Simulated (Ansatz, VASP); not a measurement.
Zr3Ag: VASP beside Ansatz

The input INCAR:

```
ALGO     = Normal         # electronic algorithm
EDIFF    = 1E-8           # SCF threshold, eV
ENCUT    = 520            # plane-wave cutoff, eV
GGA      = CA             # functional
ISIF     = 2              # what is computed and relaxed
ISMEAR   = -1             # smearing method
LASPH    = T              # aspherical terms in the spheres
LCHARG   = F              # write CHGCAR
LEFG     = T            
LREAL    = F              # projectors in reciprocal space
LWAVE    = F              # write WAVECAR
NBANDS   = 32             # bands
NELM     = 100            # most SCF steps
PREC     = Accurate       # precision mode
SIGMA    = 0.05           # smearing width, eV
```

File KPOINTS:

```
k-points
0
Gamma
  7 7 8
```

POSCAR

```
Zr3Ag
1.0
    4.5811695466      0.0000000000      0.0000000000
    0.0000000000      4.5811695466      0.0000000000
    0.0000000000      0.0000000000      3.9992426222
Zr Ag
3 1
Direct
    0.5000000000      0.5000000000      0.0000000000
    0.0000000000      0.5000000000      0.5000000000
    0.5000000000      0.0000000000      0.5000000000
    0.0000000000      0.0000000000      0.0000000000
```

Input for Ansatz:

```yaml
crystal:
  lattice:
    - [4.5811695466, 0.0, 0.0]
    - [0.0, 4.5811695466, 0.0]
    - [0.0, 0.0, 3.9992426222]
  atoms:
    - { symbol: Zr, position: [0.5, 0.5, 0.0] }
    - { symbol: Zr, position: [0.0, 0.5, 0.5] }
    - { symbol: Zr, position: [0.5, 0.0, 0.5] }
    - { symbol: Ag, position: [0.0, 0.0, 0.0] }
kpoints:
  mp_grid: { grid: [7, 7, 8] }
scf:
  occupations: { method: fermi_dirac, width: 0.05 }
hamiltonian:
  xc: lda
  pseudopotentials: { kind: paw }
output:
  forces: true
  stress: true
  eigenvalues: true
  efg: { contact_densities: true }
  write_density: true
  write_potential: true
  elf: true
  volumetric_format: npy
```

Change from the starting cell: volume scaled by 1.01, PAW files.

Alike in both runs: task electric field gradients; functional LDA; k mesh 7 × 7 × 8; occupations fermi-dirac, width 0.05 eV; no spin polarisation.

```csv
,VASP,Ansatz
version,VASP 6.6.1,Ansatz 0.2.0
potentials or method,"VASP PAW LDA potentials, release 64 (Zr_sv, Ag)","PAW with Ansatz's default frozen-core files, scalar-relativistic"
plane-wave cutoff (eV),520,420
valence electrons in the cell,47,55
```

|  | VASP | Ansatz | Ansatz less VASP |
| --- | --- | --- | --- |
| pressure (GPa) | -5.7 | -5.9 | -0.14 |
| traceless stress, the component that is largest in VASP (GPa) | 1.66 | 1.68 | +0.019 |
| size of Vzz on the site where it differs most (V/Å²) | 36.3 | 30.1 | -6.15 |

LDA's correlation is that of Perdew and Zunger in VASP and of Perdew and Wang (1992) in Ansatz. VASP's potentials hold 47 valence electrons a cell and Ansatz's 55, so a difference there can come from the potentials and not from the codes.
